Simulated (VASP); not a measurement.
# LiTi2P3 (P-3m1) in VASP: further runs

Runs on LiTi2P3. Level: PBEsol. Tasks: single point, relaxation of cell and atoms.

All numbers are computed with VASP 6.6.1; they aren't measurements. Logs are shortened: lines on timing, memory, paths and dates and some standing lists are left out, and cuts for length are marked.

### Step 1. The cell of the first run

Symmetry: P-3m1, No. 164, trigonal system. Conventional cell: a = 3.468 Å, b = 3.468 Å, c = 9.066 Å, α = 90.00°, β = 90.00°, γ = 120.00°. Li (site symmetry -3m) has 6 P at 2.61 Å within 3.4 Å. Within 3.2 Å of Ti (site symmetry 3m) lie 6 P at 2.45 to 2.48 Å. P (site symmetry 3m) has 3 Ti at 2.45 Å and 3 Li at 2.61 Å within 3.2 Å. P (site symmetry -3m) has 6 Ti at 2.48 Å within 3.3 Å.

### Step 2. Single point, PBEsol

Input file INCAR:

```
  PREC = Accurate
  ENCUT = 520
  EDIFF = 1E-7
  ISMEAR = -1
  SIGMA = 0.03
  LREAL = False
  LASPH = True
  NELM = 100
  ALGO = Normal
  ISIF = 2
  LWAVE = False
  LCHARG = False
  GGA = PS
  NBANDS = 30
```

Input file KPOINTS:

```
regular mesh
0
Gamma
  6 6 2
```

Input file POSCAR:

```
LiTi2P3
1.0
    3.4684266686      0.0000000000      0.0000000000
   -1.7342133343      3.0037456062      0.0000000000
    0.0000000000      0.0000000000      9.0663548275
Li Ti P
1 2 3
Direct
    0.0000000000      0.0000000000      0.0000000000
    0.3333333333      0.6666666667      0.6609543529
    0.6666666667      0.3333333333      0.3390456471
    0.3333333333      0.6666666667      0.1841879836
    0.6666666667      0.3333333333      0.8158120164
    0.0000000000      0.0000000000      0.5000000000
```

Potentials or basis: VASP PAW PBE potentials, release 64 (Li_sv, Ti_sv, P).

Command:

```
$ cat potpaw_PBE.64/Li_sv/POTCAR potpaw_PBE.64/Ti_sv/POTCAR potpaw_PBE.64/P/POTCAR > POTCAR
$ mpirun -np 1 vasp_std > vasp.out
```

OUTCAR:

```text
PREC = Accurate
   ENCUT = 520
   EDIFF = 1E-7
   ISMEAR = -1
   LREAL = False
   LASPH = True
   NELM = 100
   ISIF = 2
   GGA = PS

 ion  position               nearest neighbor table
   1  0.000  0.000  0.000-   4 2.61   5 2.61   5 2.61   4 2.61   5 2.61   4 2.61
   2  0.333  0.667  0.661-   5 2.45   5 2.45   5 2.45   6 2.48   6 2.48   6 2.48
   3  0.667  0.333  0.339-   4 2.45   4 2.45   4 2.45   6 2.48   6 2.48   6 2.48
   4  0.333  0.667  0.184-   3 2.45   3 2.45   3 2.45   1 2.61   1 2.61   1 2.61
   5  0.667  0.333  0.816-   2 2.45   2 2.45   2 2.45   1 2.61   1 2.61   1 2.61
   6  0.000  0.000  0.500-   2 2.48   3 2.48   3 2.48   2 2.48   3 2.48   2 2.48

  LATTYP: Found a hexagonal cell.
 ALAT       =     3.4684266686
 C/A-ratio  =     2.6139675691

  Lattice vectors:

 A1 = (   3.4684266686,   0.0000000000,   0.0000000000)
 A2 = (  -1.7342133343,   3.0037456062,   0.0000000000)
 A3 = (   0.0000000000,   0.0000000000,   9.0663548275)

Analysis of symmetry for initial positions (statically):
=====================================================================
 Subroutine PRICEL returns:
 Original cell was already a primitive cell.

 Routine SETGRP: Setting up the symmetry group for a
 hexagonal supercell.

 Subroutine GETGRP returns: Found 12 space group operations
 (whereof 12 operations were pure point group operations)
 out of a pool of 24 trial point group operations.

The static configuration has the point symmetry D_3d.

Analysis of symmetry for dynamics (positions and initial velocities):
=====================================================================
 Subroutine PRICEL returns:
 Original cell was already a primitive cell.

 Routine SETGRP: Setting up the symmetry group for a
 hexagonal supercell.

 Subroutine GETGRP returns: Found 12 space group operations
 (whereof 12 operations were pure point group operations)
 out of a pool of 24 trial point group operations.

The dynamic configuration has the point symmetry D_3d.

 Subroutine INISYM returns: Found 12 space group operations
 (whereof 12 operations are pure point group operations),
 and found     1 'primitive' translations

----------------------------------------------------------------------------------------

                                     Primitive cell

  volume of cell :      94.4557

  direct lattice vectors                    reciprocal lattice vectors
     3.468426669  0.000000000  0.000000000     0.288315163  0.166458837  0.000000000
    -1.734213334  3.003745606  0.000000000     0.000000000  0.332917674  0.000000000
     0.000000000  0.000000000  9.066354827     0.000000000  0.000000000  0.110297911

  length of vectors
     3.468426669  3.468426669  9.066354827     0.332917674  0.332917674  0.110297911

  position of ions in fractional coordinates (direct lattice)
     0.000000000  0.000000000  0.000000000
     0.333333333  0.666666667  0.660954353
     0.666666667  0.333333333  0.339045647
     0.333333333  0.666666667  0.184187984
     0.666666667  0.333333333  0.815812016
     0.000000000  0.000000000  0.500000000

  ion indices of the primitive-cell ions
   primitive index   ion index
                 1           1
                 2           2
                 3           3
                 4           4
                 5           5
                 6           6

----------------------------------------------------------------------------------------

 KPOINTS: regular mesh

Automatic generation of k-mesh.
 Grid dimensions read from file:
 generate k-points for:    6    6    2

 Generating k-lattice:

  Cartesian coordinates                     Fractional coordinates (reciprocal lattice)
     0.048052527  0.027743139  0.000000000     0.166666667 -0.000000000  0.000000000
     0.000000000  0.055486279  0.000000000     0.000000000  0.166666667  0.000000000
     0.000000000  0.000000000  0.055148956     0.000000000  0.000000000  0.500000000

  Length of vectors
     0.055486279  0.055486279  0.055148956

  Shift w.r.t. Gamma in fractional coordinates (k-lattice)
     0.000000000  0.000000000  0.000000000

 Subroutine IBZKPT returns following result:
 ===========================================

 Found     14 irreducible k-points:

 Following reciprocal coordinates:
            Coordinates               Weight
  0.000000  0.000000  0.000000      1.000000
  0.166667 -0.000000  0.000000      6.000000
  0.333333  0.000000  0.000000      6.000000
  0.500000  0.000000  0.000000      3.000000
  0.166667  0.166667  0.000000      6.000000
  0.333333  0.166667  0.000000     12.000000
  0.333333  0.333333  0.000000      2.000000
  0.000000  0.000000  0.500000      1.000000
  0.166667 -0.000000  0.500000      6.000000
  0.333333  0.000000  0.500000      6.000000
  0.500000  0.000000  0.500000      3.000000
  0.166667  0.166667  0.500000      6.000000
  0.333333  0.166667  0.500000     12.000000
  0.333333  0.333333  0.500000      2.000000
   k-points           NKPTS =     14   k-points in BZ     NKDIM =     14   number of bands    NBANDS=     30
   number of dos      NEDOS =    301   number of ions     NIONS =      6
   total plane-waves  NPLWV =  54880
   dimension x,y,z NGX =    28 NGY =   28 NGZ =   70
   dimension x,y,z NGXF=    56 NGYF=   56 NGZF=  140
   ions per type =               1   2   3
   NGX,Y,Z   is equivalent  to a cutoff of  13.42, 13.42, 12.84 a.u.
   NGXF,Y,Z  is equivalent  to a cutoff of  26.84, 26.84, 25.67 a.u.
 SYSTEM =  unknown system
   PREC   = accura    normal or accurate (medium, high low for compatibility)
   ISTART =      0    job   : 0-new  1-cont  2-samecut
   ICHARG =      2    charge: 1-file 2-atom 10-const
   ISPIN  =      1    spin polarized calculation?
   LNONCOLLINEAR =      F non collinear calculations
   LSORBIT =      F    spin-orbit coupling
   LASPH  =      T    aspherical Exc in radial PAW
   ENCUT  =  520.0 eV  38.22 Ry    6.18 a.u.   6.45  6.45 16.86*2*pi/ulx,y,z
   NELM   =    100;   NELMIN=  2; NELMDL= -5     # of ELM steps
   EDIFF  = 0.1E-06   stopping-criterion for ELM
   LREAL  =      F    real-space projection
   EDIFFG = 0.1E-05   stopping-criterion for IOM
   NSW    =      0    number of steps for IOM
   IBRION =     -1    ionic relax: 0-MD 1-quasi-New 2-CG
   NFREE  =      0    steps in history (QN), initial steepest desc. (CG)
   ISIF   =      2    stress and relaxation
   ISYM   =      2    0-nonsym 1-usesym 2-fastsym
   POTIM  = 0.5000    time-step for ionic-motion
   TEBEG  =    0.0;   TEEND  =   0.0 temperature during run
   PSTRESS=    0.0 pullay stress
   NELECT =      42.0000    total number of electrons
   NUPDOWN=      -1.0000    fix difference up-down
   EMIN   =  10.00;   EMAX   =-10.00  energy-range for DOS
   EFERMI =   0.00;   METHOD = LEGACY
   ISMEAR =    -1;   SIGMA  =   0.03  broadening in eV -4-tet -1-fermi 0-gaus
   EFERMI_NEDOS =   21; number of points for ismear=-14 and -15
   IALGO  =     38    algorithm
   IMIX   =      4    mixing-type and parameters
     AMIX     =   0.40;   BMIX     =  1.00
     AMIX_MAG =   1.60;   BMIX_MAG =  1.00
  volume/ion in A,a.u.               =      15.74       106.24
  Fermi-wavevector in a.u.,A,eV,Ry     =   1.249535  2.361279 21.243294  1.561338
  Thomas-Fermi vector in A             =   2.383571
   LORBIT       =      0    0 simple, 1 ext, 2 COOP (PROOUT), +10 PAW based schemes
   GGA     = PS    functional components
   LHFCALC =     F    Hartree Fock is set to
   AEXX    =    0.0000 exact exchange contribution
   IVDW    =     0    specifies the selected vdW correction
   LEPSILON=     F    determine dielectric tensor
   LRPA    =     F    only Hartree local field effects (RPA)
 non-spin polarized calculation
  energy-cutoff  :      520.00
  volume of cell :       94.46
 maximum number of plane-waves:      2578
 NGX is ok and might be reduce to    28
   NGX = 13   NGY = 13   NGZ = 33

 number of electron      42.0000004 magnetization

 Free energy of the ion-electron system (eV)
  ---------------------------------------------------
  ext. energy  EPLUGINS =         0.00000000
  ---------------------------------------------------
  free energy    TOTEN  =       -41.22692049 eV

  energy without entropy =      -41.22300287  energy(sigma->0) =      -41.22496168

 E-fermi :   6.8072     XC(G=0): -10.7947

 val. band max:        6.7536525661   @ k =   0.1667  -0.0000   0.5000
 cond. band min:       6.9085777905   @ k =   0.3333   0.0000   0.0000
 fundamental gap:      0.1549252243
 Fermi energy:         6.8071975296

 k-point     1 :       0.0000    0.0000    0.0000
  band No.  band energies     occupation
      1     -49.8827      2.00000
      2     -49.8765      2.00000
      3     -37.9286      2.00000
      4     -26.3136      2.00000
      5     -26.2458      2.00000
      6     -26.2111      2.00000
[... 22 lines left out ...]
     29      10.3759      0.00000
     30      12.2298      0.00000

 k-point     2 :       0.1667   -0.0000    0.0000
  band No.  band energies     occupation
      1     -49.8797      2.00000
      2     -49.8744      2.00000
      3     -37.9278      2.00000
      4     -26.3053      2.00000
      5     -26.2518      2.00000
      6     -26.2339      2.00000
[... 22 lines left out ...]
     29       9.9841      0.00000
     30      11.0346      0.00000

 k-point     3 :       0.3333    0.0000    0.0000
  band No.  band energies     occupation
      1     -49.8737      2.00000
      2     -49.8702      2.00000
      3     -37.9260      2.00000
      4     -26.3068      2.00000
      5     -26.2966      2.00000
      6     -26.2717      2.00000
[... 22 lines left out ...]
     29      10.0260      0.00000
     30      11.5617      0.00000

 k-point     4 :       0.5000    0.0000    0.0000
  band No.  band energies     occupation
      1     -49.8703      2.00000
      2     -49.8684      2.00000
      3     -37.9251      2.00000
      4     -26.3338      2.00000
      5     -26.3195      2.00000
      6     -26.2647      2.00000
[... 22 lines left out ...]
     29      10.3590      0.00000
     30      11.2487      0.00000

 k-point     5 :       0.1667    0.1667    0.0000
  band No.  band energies     occupation
      1     -49.8752      2.00000
      2     -49.8712      2.00000
      3     -37.9265      2.00000
      4     -26.2970      2.00000
      5     -26.2796      2.00000
      6     -26.2671      2.00000
[... 22 lines left out ...]
     29      10.0336      0.00000
     30      10.8298      0.00000
[... 196 lines left out ...]
     29      10.2207      0.00000
     30      11.5770      0.00000

 k-point    12 :       0.1667    0.1667    0.5000
  band No.  band energies     occupation
      1     -49.8752      2.00000
      2     -49.8712      2.00000
      3     -37.9265      2.00000
      4     -26.2970      2.00000
      5     -26.2796      2.00000
      6     -26.2671      2.00000
[... 22 lines left out ...]
     29       9.8976      0.00000
     30      10.8902      0.00000

 k-point    13 :       0.3333    0.1667    0.5000
  band No.  band energies     occupation
      1     -49.8704      2.00000
      2     -49.8684      2.00000
      3     -37.9251      2.00000
      4     -26.3181      2.00000
      5     -26.3071      2.00000
      6     -26.2662      2.00000
[... 22 lines left out ...]
     29      10.2889      0.00000
     30      10.6212      0.00000

 k-point    14 :       0.3333    0.3333    0.5000
  band No.  band energies     occupation
      1     -49.8681      2.00000
      2     -49.8681      2.00000
      3     -37.9247      2.00000
      4     -26.2985      2.00000
      5     -26.2952      2.00000
      6     -26.2952      2.00000
[... 22 lines left out ...]
     29       9.9248      0.00000
     30      10.0813      0.00000

------------------------ aborting loop because EDIFF is reached ----------------------------------------

  FORCE on cell =-STRESS in cart. coord.  units (eV):
  Direction    XX          YY          ZZ          XY          YZ          ZX
  --------------------------------------------------------------------------------------
  -------------------------------------------------------------------------------------
  Total        0.0378140      0.0378140      0.0280598     -0.0000000      0.0000000      0.0000000
  in kB        0.6414080      0.6414080      0.4759561     -0.0000000      0.0000000      0.0000000
  external PRESSURE =       0.5862574 kB  Pullay stress =       0.0000000 kB

 VOLUME and BASIS-vectors are now :
 -----------------------------------------------------------------------------
  energy-cutoff  :      520.00
  volume of cell :       94.46
      direct lattice vectors                 reciprocal lattice vectors
     3.468426669  0.000000000  0.000000000     0.288315163  0.166458837  0.000000000
    -1.734213334  3.003745606  0.000000000     0.000000000  0.332917674  0.000000000
     0.000000000  0.000000000  9.066354827     0.000000000  0.000000000  0.110297911

 POSITION                                       TOTAL-FORCE (eV/Angst)
 -----------------------------------------------------------------------------------
      0.00000      0.00000      0.00000        -0.000000      0.000000      0.000000
     -0.00000      2.00250      5.99245        -0.000000      0.000000     -0.003647
      1.73421      1.00125      3.07391         0.000000     -0.000000      0.003647
     -0.00000      2.00250      1.66991        -0.000000     -0.000000     -0.004822
      1.73421      1.00125      7.39644        -0.000000      0.000000      0.004822
      0.00000      0.00000      4.53318        -0.000000      0.000000      0.000000
 -----------------------------------------------------------------------------------
    total drift:                                0.000000     -0.000000      0.000000

  FREE ENERGIE OF THE ION-ELECTRON SYSTEM (eV)
  ---------------------------------------------------
  free  energy   TOTEN  =       -41.2269204914 eV

  energy  without entropy=      -41.2230028672  energy(sigma->0) =      -41.22496168
```

It took 36 s on 1 thread of Intel Xeon Platinum 8488C (Sapphire Rapids), shared host; peak memory 0.22 GiB.

What came out:

- Free energy: -41.2269 eV
- Largest force: 0.005 eV/Å
- Band gap on the k mesh: zero (band 21 reaches 7.44 eV, above the bottom of band 22 at 6.53 eV)

Forces in eV/Å, atoms in the order of the input:
```
Li   0.000  0.000  0.000
Ti   0.000  0.000 -0.004
Ti   0.000  0.000  0.004
P    0.000  0.000 -0.005
P    0.000  0.000  0.005
P    0.000  0.000  0.000
```

Levels at points of the mesh, in eV from the Fermi level:
```tsv
k point	band 18	band 19	band 20	band 21	band 22	band 23	band 24	band 25
(0.00, 0.00, 0.00)	-1.04	0.36	0.36	0.64	0.90	1.22	1.22	1.69
(0.50, 0.00, 0.00)	-1.94	-1.11	-0.96	-0.49	-0.27	1.11	1.88	1.98
(0.00, 0.00, 0.50)	-1.02	-0.69	0.37	0.37	1.23	1.23	1.55	1.60
(0.50, 0.00, 0.50)	-2.41	-1.16	-1.01	-0.21	-0.07	0.92	1.88	1.94
```

Caveat: the cutoff is under 1.25 times the usual one of these potentials, so pressure, stress and relaxed cells hold a basis-set (Pulay) error; the PAW data sets were made with another functional, which shifts forces and pressure a little.

### Step 3. Relaxation of cell and atoms, PBEsol

This run uses another cell than the first one, of 22.08 Å³/atom, 1.402 times its volume.

Input file INCAR:

```
PREC     = Accurate       # precision mode
ENCUT    = 600            # plane-wave cutoff, eV
EDIFF    = 1E-7           # SCF threshold, eV
ISMEAR   = -1             # smearing method
SIGMA    = 0.03           # smearing width, eV
LREAL    = False          # projectors in reciprocal space
LASPH    = True           # aspherical terms in the spheres
NELM     = 100            # most SCF steps
ALGO     = Normal         # electronic algorithm
ISIF     = 3              # what is computed and relaxed
LWAVE    = False          # write WAVECAR
LCHARG   = False          # write CHGCAR
GGA      = PS             # functional
IBRION   = 2              # ionic algorithm
NSW      = 100            # ionic steps
EDIFFG   = -0.01          # ionic threshold
```

KPOINTS is that of step 2.

Input file POSCAR:

```
LiTi2P3
1.0
    3.9682799600      0.0000000000      0.0000000000
   -1.9841399800      3.4366312500      0.0000000000
    0.0000000000      0.0000000000      9.7134292700
Li Ti P
1 2 3
Direct
    0.0000000000      0.0000000000      0.0000000000
    0.3333333300      0.6666666700      0.6559942900
    0.6666666700      0.3333333300      0.3440057100
    0.3333333300      0.6666666700      0.1659022100
    0.6666666700      0.3333333300      0.8340977900
    0.0000000000      0.0000000000      0.5000000000
```

Potentials or basis: VASP PAW PBE potentials, release 64 (Li_sv, Ti_sv, P).

Command:

```
$ cat potpaw_PBE.64/Li_sv/POTCAR potpaw_PBE.64/Ti_sv/POTCAR potpaw_PBE.64/P/POTCAR > POTCAR
$ mpirun -np 1 vasp_std > vasp.out
```

It took 7.3 min on 1 thread of Intel Xeon Platinum 8488C (Sapphire Rapids), shared host; peak memory 0.31 GiB.

The run converged. Its results:

| Quantity | Value |
| --- | --- |
| Free energy | -41.2392 eV |
| Relaxed volume | 15.75 Å³/atom |
| Relaxed cell | a = 3.471 Å, b = 3.471 Å, c = 9.058 Å, α = 90.00°, β = 90.00°, γ = 120.00° |
| Space group after relaxing (to 0.05 Å) | P-3m1 (No. 164) |
| Energy gained by relaxing | 635.6 meV/atom |
| Ionic steps | 13 |
| Pressure after relaxing | 0.0 GPa |
| Band gap on the k mesh | zero (band 21 reaches 7.44 eV, above the bottom of band 22 at 6.53 eV) |

Forces on the atoms (eV/Å):
```
Li   0.000  0.000  0.000
Ti   0.000  0.000 -0.003
Ti   0.000  0.000  0.003
P    0.000  0.000  0.002
P    0.000  0.000 -0.002
P    0.000  0.000  0.000
```

Stress tensor (GPa, compression positive):
```
-0.05  0.00  0.00
 0.00 -0.05  0.00
 0.00  0.00  0.05
```

The path:
```csv
step,energy change (eV),largest force (eV/Å),pressure (GPa),volume (Å³)
1,0.0000,2.3182,-19.60,132.47
2,-3.6060,0.3738,8.28,87.14
3,-3.7278,0.6110,0.74,92.13
4,-3.7862,0.1209,0.87,92.65
5,-3.7933,0.2258,1.02,92.90
6,-3.8023,0.1384,-0.77,94.43
7,-3.8024,0.1470,-0.60,94.28
8,-3.8083,0.1170,-0.20,94.03
9,-3.8100,0.1152,0.16,93.82
10,-3.8121,0.0688,0.15,94.01
11,-3.8136,0.0151,0.15,94.36
12,-3.8135,0.0305,-0.29,94.74
13,-3.8137,0.0027,-0.02,94.50
```

Final structure:
```
CELL_PARAMETERS angstrom
3.47083 0.00000 0.00000
-1.73542 3.00583 0.00000
0.00000 0.00000 9.05766
ATOMIC_POSITIONS crystal
Li 0.00000 0.00000 0.00000
Ti 0.33333 0.66667 0.66107
Ti 0.66667 0.33333 0.33893
P 0.33333 0.66667 0.18401
P 0.66667 0.33333 0.81599
P 0.00000 0.00000 0.50000
```

Levels at points of the mesh, in eV from the Fermi level:
```tsv
k point	band 17	band 18	band 19	band 20	band 21	band 22	band 23	band 24	band 25
(0.00, 0.00, 0.00)	-1.05	-1.05	0.36	0.36	0.64	0.91	1.22	1.22	1.67
(0.50, 0.00, 0.00)	-2.53	-1.94	-1.11	-0.97	-0.50	-0.27	1.11	1.87	1.97
(0.00, 0.00, 0.50)	-1.03	-1.03	-0.69	0.36	0.36	1.22	1.22	1.55	1.59
(0.50, 0.00, 0.50)	-2.51	-2.41	-1.17	-1.01	-0.22	-0.07	0.92	1.87	1.93
```

Caveat: the cutoff is under 1.25 times the usual one of these potentials, so pressure, stress and relaxed cells hold a basis-set (Pulay) error; the volume moved by over 15 % at a fixed basis, so the end points are rough; the PAW data sets were made with another functional, which shifts forces and pressure a little.
